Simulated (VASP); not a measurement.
# Mo (Im-3m) in VASP: notebook

Runs on Mo. Level: PBE. Tasks: single point.

Everything below comes from runs of VASP 6.6.1. Logs are shortened: lines on timing, memory, paths and dates and some standing lists are left out, and cuts for length are marked.

### 1 The cell of the first run

The structure is cubic, space group Im-3m (No. 229). Conventional cell: a = 3.163 Å, b = 3.163 Å, c = 3.163 Å, α = 90.00°, β = 90.00°, γ = 90.00°. Mo (site symmetry m-3m) has 14 Mo at 2.74 to 3.16 Å within 3.6 Å.

### 2 Single point, PBE

File INCAR:

```
PREC     = Accurate       # precision mode
ENCUT    = 520            # plane-wave cutoff, eV
EDIFF    = 1E-7           # SCF threshold, eV
ISMEAR   = -1             # smearing method
SIGMA    = 0.3            # smearing width, eV
LREAL    = False          # projectors in reciprocal space
LASPH    = True           # aspherical terms in the spheres
NELM     = 100            # most SCF steps
ALGO     = Normal         # electronic algorithm
ISIF     = 2              # what is computed and relaxed
LWAVE    = False          # write WAVECAR
LCHARG   = True           # write CHGCAR
GGA      = PE             # functional
LELF     = True           # ELF
LVHAR    = True         
NBANDS   = 13             # bands
```

File KPOINTS:

```
regular mesh
0
Gamma
  14 14 14
```

File POSCAR:

```
Mo
1.0
   -1.5813793950      1.5813793950      1.5813793950
    1.5813793950     -1.5813793950      1.5813793950
    1.5813793950      1.5813793950     -1.5813793950
Mo
1
Direct
    0.0000000000      0.0000000000      0.0000000000
```

Potentials or basis: VASP PAW PBE potentials, release 64 (Mo_sv).

Run with:

```bash
$ cat potpaw_PBE.64/Mo_sv/POTCAR > POTCAR
$ mpirun -np 1 vasp_std > vasp.out
```

OUTCAR:

```text
PREC = Accurate
   ENCUT = 520
   EDIFF = 1E-7
   ISMEAR = -1
   LREAL = False
   LASPH = True
   NELM = 100
   ISIF = 2
   GGA = PE

 ion  position               nearest neighbor table
   1  0.000  0.000  0.000-

  LATTYP: Found a body centered cubic cell.
 ALAT       =     3.1627587900

  Lattice vectors:

 A1 = (  -1.5813793950,   1.5813793950,   1.5813793950)
 A2 = (   1.5813793950,  -1.5813793950,   1.5813793950)
 A3 = (   1.5813793950,   1.5813793950,  -1.5813793950)

Analysis of symmetry for initial positions (statically):
=====================================================================
 Subroutine PRICEL returns:
 Original cell was already a primitive cell.

 Routine SETGRP: Setting up the symmetry group for a
 body centered cubic supercell.

 Subroutine GETGRP returns: Found 48 space group operations
 (whereof 48 operations were pure point group operations)
 out of a pool of 48 trial point group operations.

The static configuration has the point symmetry O_h .

Analysis of symmetry for dynamics (positions and initial velocities):
=====================================================================
 Subroutine PRICEL returns:
 Original cell was already a primitive cell.

 Routine SETGRP: Setting up the symmetry group for a
 body centered cubic supercell.

 Subroutine GETGRP returns: Found 48 space group operations
 (whereof 48 operations were pure point group operations)
 out of a pool of 48 trial point group operations.

The dynamic configuration has the point symmetry O_h .

 Subroutine INISYM returns: Found 48 space group operations
 (whereof 48 operations are pure point group operations),
 and found     1 'primitive' translations

----------------------------------------------------------------------------------------

                                     Primitive cell

  volume of cell :      15.8186

  direct lattice vectors                    reciprocal lattice vectors
    -1.581379395  1.581379395  1.581379395     0.000000000  0.316179660  0.316179660
     1.581379395 -1.581379395  1.581379395     0.316179660  0.000000000  0.316179660
     1.581379395  1.581379395 -1.581379395     0.316179660  0.316179660  0.000000000

  length of vectors
     2.739029458  2.739029458  2.739029458     0.447145564  0.447145564  0.447145564

  position of ions in fractional coordinates (direct lattice)
     0.000000000  0.000000000  0.000000000

  ion indices of the primitive-cell ions
   primitive index   ion index
                 1           1

----------------------------------------------------------------------------------------

 KPOINTS: regular mesh

Automatic generation of k-mesh.
 Grid dimensions read from file:
 generate k-points for:   14   14   14

 Generating k-lattice:

  Cartesian coordinates                     Fractional coordinates (reciprocal lattice)
     0.000000000  0.022584261  0.022584261     0.071428571  0.000000000  0.000000000
     0.022584261  0.000000000  0.022584261     0.000000000  0.071428571  0.000000000
     0.022584261  0.022584261  0.000000000     0.000000000  0.000000000  0.071428571

  Length of vectors
     0.031938969  0.031938969  0.031938969

  Shift w.r.t. Gamma in fractional coordinates (k-lattice)
     0.000000000  0.000000000  0.000000000

 Subroutine IBZKPT returns following result:
 ===========================================

 Found    104 irreducible k-points:

 Following reciprocal coordinates:
            Coordinates               Weight
  0.000000  0.000000  0.000000      1.000000
  0.071429  0.000000  0.000000     12.000000
  0.142857  0.000000  0.000000     12.000000
  0.214286  0.000000  0.000000     12.000000
  0.285714  0.000000  0.000000     12.000000
  0.357143  0.000000  0.000000     12.000000
[... 16 lines left out ...]
  0.285714  0.285714  0.000000     24.000000
  0.357143  0.285714  0.000000     24.000000
 [... further k-points ...]
   k-points           NKPTS =    104   k-points in BZ     NKDIM =    104   number of bands    NBANDS=     13
   number of dos      NEDOS =    301   number of ions     NIONS =      1
   total plane-waves  NPLWV =   8000
   dimension x,y,z NGX =    20 NGY =   20 NGZ =   20
   dimension x,y,z NGXF=    40 NGYF=   40 NGZF=   40
   ions per type =               1
   NGX,Y,Z   is equivalent  to a cutoff of  12.14, 12.14, 12.14 a.u.
   NGXF,Y,Z  is equivalent  to a cutoff of  24.28, 24.28, 24.28 a.u.
 SYSTEM =  unknown system
   PREC   = accura    normal or accurate (medium, high low for compatibility)
   ISTART =      0    job   : 0-new  1-cont  2-samecut
   ICHARG =      2    charge: 1-file 2-atom 10-const
   ISPIN  =      1    spin polarized calculation?
   LNONCOLLINEAR =      F non collinear calculations
   LSORBIT =      F    spin-orbit coupling
   LASPH  =      T    aspherical Exc in radial PAW
   ENCUT  =  520.0 eV  38.22 Ry    6.18 a.u.   5.09  5.09  5.09*2*pi/ulx,y,z
   NELM   =    100;   NELMIN=  2; NELMDL= -5     # of ELM steps
   EDIFF  = 0.1E-06   stopping-criterion for ELM
   LREAL  =      F    real-space projection
   EDIFFG = 0.1E-05   stopping-criterion for IOM
   NSW    =      0    number of steps for IOM
   IBRION =     -1    ionic relax: 0-MD 1-quasi-New 2-CG
   NFREE  =      0    steps in history (QN), initial steepest desc. (CG)
   ISIF   =      2    stress and relaxation
   ISYM   =      2    0-nonsym 1-usesym 2-fastsym
   POTIM  = 0.5000    time-step for ionic-motion
   TEBEG  =    0.0;   TEEND  =   0.0 temperature during run
   PSTRESS=    0.0 pullay stress
   NELECT =      14.0000    total number of electrons
   NUPDOWN=      -1.0000    fix difference up-down
   EMIN   =  10.00;   EMAX   =-10.00  energy-range for DOS
   EFERMI =   0.00;   METHOD = LEGACY
   ISMEAR =    -1;   SIGMA  =   0.30  broadening in eV -4-tet -1-fermi 0-gaus
   EFERMI_NEDOS =   21; number of points for ismear=-14 and -15
   IALGO  =     38    algorithm
   IMIX   =      4    mixing-type and parameters
     AMIX     =   0.40;   BMIX     =  1.00
     AMIX_MAG =   1.60;   BMIX_MAG =  1.00
  volume/ion in A,a.u.               =      15.82       106.75
  Fermi-wavevector in a.u.,A,eV,Ry     =   1.571791  2.970254 33.613555  2.470527
  Thomas-Fermi vector in A             =   2.673322
   LORBIT       =      0    0 simple, 1 ext, 2 COOP (PROOUT), +10 PAW based schemes
   GGA     = PE    functional components
   LHFCALC =     F    Hartree Fock is set to
   AEXX    =    0.0000 exact exchange contribution
   IVDW    =     0    specifies the selected vdW correction
   LEPSILON=     F    determine dielectric tensor
   LRPA    =     F    only Hartree local field effects (RPA)
 non-spin polarized calculation
  energy-cutoff  :      520.00
  volume of cell :       15.82
 maximum number of plane-waves:       438
   NGX = 11   NGY = 11   NGZ = 11

 number of electron      14.0000004 magnetization

 Free energy of the ion-electron system (eV)
  ---------------------------------------------------
  ext. energy  EPLUGINS =         0.00000000
  ---------------------------------------------------
  free energy    TOTEN  =       -11.03738665 eV

  energy without entropy =      -10.81195449  energy(sigma->0) =      -10.92467057

 E-fermi :  12.3483     XC(G=0): -13.3199

 val. band max:       12.2779892443   @ k =  -0.2857   0.2857   0.2857
 cond. band min:      12.3823715462   @ k =   0.5000   0.5000   0.2857
 fundamental gap:      0.1043823019
 Fermi energy:        12.3483241581

 k-point     1 :       0.0000    0.0000    0.0000
  band No.  band energies     occupation
      1     -48.8472      2.00000
      2     -22.1427      2.00000
      3     -22.1427      2.00000
      4     -22.1427      2.00000
      5       5.2074      2.00000
      6      11.0760      1.97163
      7      11.0760      1.97163
      8      11.0760      1.97163
      9      14.0591      0.00665
     10      14.0591      0.00665
     11      27.2154      0.00000
     12      27.2154      0.00000
     13      27.2154      0.00000

 k-point     2 :       0.0714    0.0000    0.0000
  band No.  band energies     occupation
      1     -48.8349      2.00000
      2     -22.2141      2.00000
      3     -22.1648      2.00000
      4     -22.1432      2.00000
      5       5.4297      2.00000
      6      10.9514      1.98118
      7      11.0542      1.97359
      8      11.2844      1.94397
      9      13.8801      0.01205
     10      14.0628      0.00657
     11      27.3780      0.00000
     12      27.5902      0.00000
     13      27.6415      0.00000

 k-point     3 :       0.1429    0.0000    0.0000
  band No.  band energies     occupation
      1     -48.8004      2.00000
      2     -22.4115      2.00000
      3     -22.2263      2.00000
      4     -22.1446      2.00000
      5       6.0412      2.00000
      6      10.6213      1.99370
      7      10.9505      1.98123
      8      11.8952      1.63827
      9      13.5642      0.03415
     10      14.0867      0.00607
     11      27.6835      0.00000
     12      28.5421      0.00000
     13      28.6642      0.00000

 k-point     4 :       0.2143    0.0000    0.0000
  band No.  band energies     occupation
      1     -48.7502      2.00000
      2     -22.6897      2.00000
      3     -22.3140      2.00000
      4     -22.1467      2.00000
      5       6.8363      2.00000
      6      10.1854      1.99852
      7      10.8159      1.98798
      8      12.8633      0.30464
      9      13.4707      0.04635
     10      14.1579      0.00479
     11      27.5475      0.00000
     12      28.8432      0.00000
     13      30.3138      0.00000

 k-point     5 :       0.2857    0.0000    0.0000
  band No.  band energies     occupation
      1     -48.6940      2.00000
      2     -22.9896      2.00000
      3     -22.4099      2.00000
      4     -22.1492      2.00000
      5       7.3771      2.00000
      6       9.7470      1.99966
      7      11.0957      1.96973
      8      13.6562      0.02524
      9      14.1015      0.00578
     10      14.2918      0.00307
     11      26.6371      0.00000
     12      27.7802      0.00000
     13      32.3817      0.00000
[... 257 lines left out ...]
 k-point    22 :       0.3571    0.2143    0.0000
  band No.  band energies     occupation
      1     -48.5752      2.00000
      2     -23.3044      2.00000
      3     -22.7893      2.00000
      4     -22.2880      2.00000
      5       8.2642      2.00000
      6       9.4307      1.99988
      7      11.2238      1.95398
      8      13.9614      0.00920
      9      15.0192      0.00027
     10      19.8524      0.00000
     11      23.0788      0.00000
     12      25.1542      0.00000
     13      28.6988      0.00000

 k-point    23 :       0.2857    0.2857    0.0000
  band No.  band energies     occupation
      1     -48.5724      2.00000
      2     -23.2303      2.00000
      3     -22.8717      2.00000
      4     -22.3042      2.00000
      5       8.5660      1.99999
      6       9.6091      1.99978
      7      10.6654      1.99270
      8      14.0465      0.00694
      9      14.8382      0.00050
     10      20.3689      0.00000
     11      23.1463      0.00000
     12      24.7678      0.00000
     13      29.2053      0.00000

 k-point    24 :       0.3571    0.2857    0.0000
  band No.  band energies     occupation
      1     -48.5645      2.00000
      2     -23.1793      2.00000
      3     -22.9723      2.00000
      4     -22.3113      2.00000
      5       8.5984      1.99999
      6       9.7741      1.99962
      7      10.5107      1.99564
      8      14.2790      0.00320
      9      14.7591      0.00065
     10      21.6716      0.00000
     11      22.4565      0.00000
     12      23.7891      0.00000
     13      29.5186      0.00000

 [... further k-points ...]

------------------------ aborting loop because EDIFF is reached ----------------------------------------

  FORCE on cell =-STRESS in cart. coord.  units (eV):
  Direction    XX          YY          ZZ          XY          YZ          ZX
  --------------------------------------------------------------------------------------
  -------------------------------------------------------------------------------------
  Total        0.1013018      0.1013018      0.1013018      0.0000000      0.0000000      0.0000000
  in kB       10.2602907     10.2602907     10.2602907      0.0000000      0.0000000      0.0000000
  external PRESSURE =      10.2602907 kB  Pullay stress =       0.0000000 kB

 VOLUME and BASIS-vectors are now :
 -----------------------------------------------------------------------------
  energy-cutoff  :      520.00
  volume of cell :       15.82
      direct lattice vectors                 reciprocal lattice vectors
    -1.581379395  1.581379395  1.581379395     0.000000000  0.316179660  0.316179660
     1.581379395 -1.581379395  1.581379395     0.316179660  0.000000000  0.316179660
     1.581379395  1.581379395 -1.581379395     0.316179660  0.316179660  0.000000000

 POSITION                                       TOTAL-FORCE (eV/Angst)
 -----------------------------------------------------------------------------------
      0.00000      0.00000      0.00000         0.000000      0.000000      0.000000
 -----------------------------------------------------------------------------------
    total drift:                                0.000000     -0.000000     -0.000000

  FREE ENERGIE OF THE ION-ELECTRON SYSTEM (eV)
  ---------------------------------------------------
  free  energy   TOTEN  =       -11.0373866524 eV

  energy  without entropy=      -10.8119544940  energy(sigma->0) =      -10.92467057
```

Run time: 26 s. Hardware: 1 thread of Intel Xeon 8259CL, shared host; peak memory 0.14 GiB.

What came out:

```yaml
Free_energy: -11.0374 eV
Pressure: 1.0 GPa
Band_gap_on_the_k_mesh: zero (band 7 reaches 16.34 eV, above the bottom of band 8 at 11.08 eV)
```

Levels at points of the mesh, in eV from the Fermi level:
| k point | band 3 | band 4 | band 5 | band 6 | band 7 | band 8 | band 9 | band 10 | band 11 | band 12 |
| --- | --- | --- | --- | --- | --- | --- | --- | --- | --- | --- |
| (0.00, 0.00, 0.00) | -34.49 | -34.49 | -7.14 | -1.27 | -1.27 | -1.27 | 1.71 | 1.71 | 14.87 | 14.87 |
| (0.50, 0.00, 0.00) | -34.92 | -34.50 | -5.19 | -3.28 | 1.64 | 1.73 | 2.35 | 4.74 | 11.53 | 11.99 |
| (0.50, 0.50, 0.50) | -35.42 | -35.42 | -5.29 | -5.29 | 3.99 | 3.99 | 3.99 | 9.03 | 9.03 | 9.03 |

### 3 Single point, PBE

File INCAR:

```
ALGO = Normal ; EDIFF = 1E-7
ENCUT = 520 ; GGA = PE
ISIF = 2 ; ISMEAR = -1
LASPH = T ; LCHARG = F
LREAL = F ; LWAVE = F
NBANDS = 13 ; NELM = 60
PREC = Accurate ; SIGMA = 0.6
```

File KPOINTS:

```
k-points
0
Gamma
  14 14 14
```

POSCAR is that of step 2.

Potentials or basis: VASP PAW PBE potentials, release 64 (Mo_sv).

Run with:

```bash
$ cat potpaw_PBE.64/Mo_sv/POTCAR > POTCAR
$ mpirun -np 1 vasp_std > vasp.out
```

Wall time 29 s (1 thread of Intel Xeon 8259CL, shared host); peak memory 0.13 GiB.

Results (log left out):

```yaml
Free_energy: -11.4237 eV
Pressure: 6.5 GPa
Band_gap_on_the_k_mesh: zero (band 7 reaches 16.40 eV, above the bottom of band 8 at 11.12 eV)
```

Levels at points of the mesh, in eV from the Fermi level:
```
           k point  band 3  band 4  band 5  band 6  band 7  band 8  band 9  band 10  band 11  band 12
(0.00, 0.00, 0.00)  -34.37  -34.37   -7.11   -1.19   -1.19   -1.19    1.80     1.80    14.89    14.89
(0.50, 0.00, 0.00)  -34.80  -34.38   -5.14   -3.21    1.68    1.82    2.45     4.84    11.61    12.02
(0.50, 0.50, 0.50)  -35.30  -35.30   -5.23   -5.23    4.09    4.09    4.09     9.07     9.07     9.07
```
